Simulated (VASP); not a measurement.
MgO, 12 atoms in the cell. It takes space group P-4m2 (No. 115, tetragonal). Conventional cell: a = 5.523 Å, b = 5.523 Å, c = 5.523 Å, α = 90.00°, β = 90.00°, γ = 90.00°. Mg (site symmetry m) has 4 O at 1.93 to 1.97 Å within 2.6 Å. Mg (site symmetry -4m2) has 4 O at 1.91 Å within 2.5 Å. Mg (site symmetry -4m2) has 4 O at 2.00 Å within 2.6 Å. O (site symmetry m) has 4 Mg at 1.91 to 2.00 Å within 2.5 Å. O (site symmetry -4m2) has 4 Mg at 1.93 Å within 2.6 Å. O (site symmetry -4m2) has 4 Mg at 1.97 Å within 2.6 Å.  This cell differs from its parent crystal: atoms displaced along a vibrational mode.

| Property | Result |
| --- | --- |
| Program | VASP 6.6.1 |
| Task | single point |
| Functional | LDA |
| Potentials or basis | VASP PAW LDA potentials, release 64 (Mg, O) |
| Cutoff | 520 eV |
| k mesh | 4 × 4 × 4 |
| Occupations | gaussian, width 0.05 eV |
| Spin | no spin polarisation |
| Dipole correction | no |
| Further INCAR settings | ALGO = Normal; EDIFF = 1e-06; NBANDS = 36 |

Potentials or basis: VASP PAW LDA potentials, release 64 (Mg, O).

Command:

```console
$ cat potpaw_LDA.64/Mg/POTCAR potpaw_LDA.64/O/POTCAR > POTCAR
$ mpirun -np 1 vasp_std > vasp.out
```

Hardware: 1 thread of Intel Xeon 8259CL (shared host).

Problem. How long does it take, and how much memory?

Solution. Run time: 3.2 min on 1 thread of Intel Xeon 8259CL (shared host), peak memory 0.26 GiB. Counts: scf iterations 14, k points 18.
